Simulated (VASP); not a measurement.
# BeTe: single point with PBE

BeTe:

```
Be Te
1.0
     0.00000    2.83248    2.83248
     2.83248    0.00000    2.83248
     2.83248    2.83248    0.00000
Be Te
1 1
Direct
  0.00000 0.00000 0.00000
  0.75000 0.75000 0.75000
```

```json
{
  "Program": "VASP 6.6.1",
  "Task": "single point",
  "Functional": "PBE",
  "Potentials or basis": "VASP PAW PBE potentials, release 64 (Be, Te)",
  "Cutoff": "520 eV",
  "k mesh": "12 × 12 × 12",
  "Occupations": "methfessel-paxton, width 0.05 eV",
  "Spin": "no spin polarisation"
}
```

The pressure is 0.1 GPa and the band gap on the k mesh is 2.02 eV, indirect (least direct gap 3.62 eV).

Levels at points of the mesh, in eV from the valence-band top:
| k point | band 1 | band 2 | band 3 | band 4 | band 5 | band 6 | band 7 | band 8 | band 9 |
| --- | --- | --- | --- | --- | --- | --- | --- | --- | --- |
| (0.00, 0.00, 0.00) | -12.18 | 0.00 | 0.00 | 0.00 | 3.62 | 3.62 | 3.62 | 3.69 | 8.29 |
| (0.50, 0.00, 0.00) | -10.88 | -5.43 | -1.10 | -1.10 | 3.03 | 4.60 | 4.60 | 7.82 | 10.86 |
| (0.50, 0.50, 0.00) | -10.41 | -5.02 | -2.58 | -2.58 | 2.02 | 2.69 | 9.59 | 9.59 | 11.45 |

Wall time 25 s on 1 thread of Intel(R) Xeon(R) Platinum 8375C CPU @ 2.90GHz (Ice Lake), with other jobs on the host, peak memory 0.19 GiB.

Caveat: spin-orbit coupling is left out, which moves the levels of the heavy elements. A k mesh can miss the band edges.
